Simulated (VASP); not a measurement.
# In3As: relaxation of cell and atoms with PBE

In3As:

```xyz
4
Lattice="2.1487 -2.3834 0.0000 2.1487 2.3834 0.0000 0.0000 0.0000 9.3659" Properties=species:S:1:pos:R:3 pbc="T T T"
In    2.1487    0.0000    2.0559
In    2.1487    0.0000    7.3100
In    0.0000    0.0000    0.0000
As    2.1487    0.0000    4.6830
```

* Program: VASP 6.6.1
* Task: relaxation of cell and atoms
* Functional: PBE
* Potentials or basis: VASP PAW PBE potentials, release 64 (In_d, As)
* Cutoff: 600 eV
* k mesh: 6 × 6 × 2
* Occupations: gaussian, width 0.1 eV
* Spin: no spin polarisation
* Dipole correction: no
* Further INCAR settings: ALGO = Normal; EDIFF = 1e-06; IBRION = 2; EDIFFG = -0.04; NSW = 90; ISIF = 3

| Item | Value |
| --- | --- |
| Relaxed volume | 26.22 Å³/atom |
| Relaxed cell | a = 3.035 Å, b = 3.035 Å, c = 11.392 Å, α = 90.00°, β = 90.00°, γ = 89.51° |
| Space group after relaxing (to 0.05 Å) | Cmmm (No. 65) |
| Energy gained by relaxing | 223.0 meV/atom |
| Ionic steps | 22 |
| Pressure after relaxing | 0.0 GPa |
| Largest force after relaxing | 0.004 eV/Å |
| Band gap on the k mesh | zero (band 22 reaches 9.34 eV, above the bottom of band 23 at 5.01 eV) |

Forces on the atoms (eV/Å):
```
In   0.000  0.000 -0.004
In   0.000  0.000  0.004
In   0.000  0.000  0.000
As   0.000  0.000  0.000
```

Stress tensor (GPa, compression positive):
```
-0.08  0.00  0.00
 0.00  0.08  0.00
 0.00  0.00  0.02
```

The path:
| step | energy change (eV) | largest force (eV/Å) | pressure (GPa) | volume (Å³) |
| --- | --- | --- | --- | --- |
| 1 | 0.0000 | 0.0876 | 8.34 | 95.93 |
| 2 | -0.3545 | 0.1593 | -1.20 | 114.25 |
| 3 | -0.3632 | 0.1288 | -0.29 | 110.97 |
| 4 | -0.3897 | 0.2466 | -0.20 | 110.47 |
| 5 | -0.5042 | 0.3173 | -0.22 | 108.86 |
| 6 | -0.7251 | 0.5683 | 0.29 | 105.12 |
| 7 | -0.2808 | 0.6992 | 7.18 | 95.67 |
| 8 | -0.7777 | 0.6371 | 1.10 | 102.89 |
| 9 | -0.7895 | 0.5867 | 0.86 | 103.19 |
| 10 | -0.7939 | 0.5394 | 0.65 | 103.49 |
| 11 | -0.8131 | 0.4920 | 0.31 | 104.09 |
| 12 | -0.8502 | 0.3445 | -0.55 | 105.89 |
| 13 | -0.8398 | 0.0292 | -1.67 | 109.50 |
| 14 | -0.8586 | 0.2143 | -1.10 | 107.38 |
| 15 | -0.8740 | 0.1395 | -0.66 | 106.13 |
| 16 | -0.8819 | 0.0210 | 0.04 | 104.52 |
| 17 | -0.8886 | 0.0159 | 0.18 | 104.24 |
| 18 | -0.8899 | 0.0148 | 0.28 | 104.07 |
| 19 | -0.8899 | 0.0150 | 0.28 | 104.05 |
| 20 | -0.8913 | 0.0096 | 0.05 | 104.63 |
| 21 | -0.8917 | 0.0050 | -0.11 | 105.04 |
| 22 | -0.8920 | 0.0041 | 0.01 | 104.89 |

Final structure:
```
In As
1.0
     2.15481   -2.13663    0.00000
     2.15481    2.13663    0.00000
     0.00000    0.00000   11.39159
In As
3 1
Direct
  0.50000 0.50000 0.24259
  0.50000 0.50000 0.75741
  0.00000 0.00000 0.00000
  0.50000 0.50000 0.50000
```

Levels at points of the mesh, in eV from the Fermi level:
| k point | band 18 | band 19 | band 20 | band 21 | band 22 | band 23 | band 24 | band 25 | band 26 |
| --- | --- | --- | --- | --- | --- | --- | --- | --- | --- |
| (0.00, 0.00, 0.00) | -8.37 | -5.78 | -4.18 | 0.74 | 1.49 | 2.88 | 2.92 | 7.28 | 7.30 |
| (0.50, 0.00, 0.00) | -4.70 | -4.67 | -4.30 | -3.04 | -1.57 | -1.24 | -0.96 | 2.28 | 4.19 |
| (0.50, 0.50, 0.00) | -2.82 | -1.59 | -0.74 | -0.62 | -0.12 | 0.08 | 0.12 | 0.24 | 1.53 |
| (0.00, 0.00, 0.50) | -7.81 | -6.74 | -2.37 | -1.90 | 2.88 | 2.92 | 4.19 | 5.58 | 7.16 |
| (0.50, 0.00, 0.50) | -4.71 | -4.70 | -3.81 | -3.00 | -2.59 | -1.45 | 0.49 | 2.20 | 3.04 |
| (0.50, 0.50, 0.50) | -2.81 | -1.60 | -0.91 | -0.79 | -0.10 | 0.24 | 0.50 | 0.62 | 1.14 |

Wall time 15 min on 1 thread of Intel(R) Xeon(R) Platinum 8488C (Sapphire Rapids) (shared host), peak memory 0.29 GiB.

Caveat: spin-orbit coupling is left out, which moves the levels of the heavy elements.
